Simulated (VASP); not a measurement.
SmZn3I2:

```
Sm Zn I
1.0
     2.74504   -5.70011    0.00000
     2.74504    5.70011    0.00000
     0.00000    0.00000    5.89938
Sm Zn I
1 3 2
Direct
  0.50000 0.50000 0.00000
  0.74561 0.74561 0.50000
  0.25439 0.25439 0.50000
  0.00000 0.00000 0.00000
  0.00000 0.50000 0.50000
  0.50000 0.00000 0.50000
```

The cell was generated, and may not be a known phase.

```yaml
Program: VASP 6.6.1
Task: relaxation of cell and atoms
Functional: PBE
Potentials_or_basis: VASP PAW PBE potentials, release 64 (Sm_3, Zn, I), 4f in core
Cutoff: 500 eV
k_mesh: 3 × 3 × 3
Occupations: gaussian, width 0.2 eV
Spin: no spin polarisation
```

At the start: pressure 6.9 GPa; volume 30.77 Å³/atom.

Problem. How do energy, volume and symmetry change on relaxing?

Solution. Over 25 steps the energy falls by 730.8 meV/atom and the volume is 29.19 Å³/atom (-5.1 %); space group Cmmm (No. 65, to 0.1 Å) before and after.

Step by step:
```csv
step,energy change (eV),largest force (eV/Å),pressure (GPa),volume (Å³)
1,0.0000,0.1657,6.88,184.62
2,-2.4964,0.0957,-2.39,218.82
3,-2.4946,0.0911,-2.30,218.05
4,-3.1181,0.2599,-1.92,206.57
5,-3.3701,0.6830,-1.01,197.70
6,-3.3918,0.9256,-0.35,193.49
7,-3.3932,0.8657,-0.51,194.49
8,-3.4847,0.8302,-0.11,190.02
9,-3.6456,0.5887,1.61,177.01
10,-3.7081,0.4265,1.12,178.02
11,-3.7899,0.0702,0.12,180.95
12,-3.7924,0.1637,0.00,181.47
13,-3.8185,0.1048,-0.06,181.64
14,-3.9389,0.0428,-0.26,181.99
15,-4.2280,0.3464,-0.74,181.93
16,-4.0395,0.2610,-0.88,178.96
17,-4.2978,0.4022,-0.91,181.39
18,-4.3170,0.3892,-0.79,179.92
19,-4.3208,0.3775,-0.73,179.06
20,-4.3393,0.3576,-0.49,177.61
21,-4.3685,0.2765,0.31,173.30
22,-4.3692,0.2562,0.48,172.43
23,-4.3768,0.1985,0.30,173.32
24,-4.3834,0.0650,-0.07,175.25
25,-4.3851,0.0167,-0.02,175.13
```

Final structure:
```
CELL_PARAMETERS angstrom
3.79589 -5.65933 0.00000
3.79589 5.65933 0.00000
0.00000 0.00000 4.07627
ATOMIC_POSITIONS crystal
Sm 0.50000 0.50000 0.00000
Zn 0.81701 0.81701 0.50000
Zn 0.18299 0.18299 0.50000
Zn 0.00000 0.00000 0.00000
I 0.00000 0.50000 0.50000
I 0.50000 0.00000 0.50000
```

Caveat: the k points lie up to 0.51 Å⁻¹ apart in the final cell, too coarse for converged energies and pressures of a metal; a cell axis changed by over 15 % at a fixed basis, so the end point is rough; the run has no spin polarisation, though such a crystal can be magnetic.
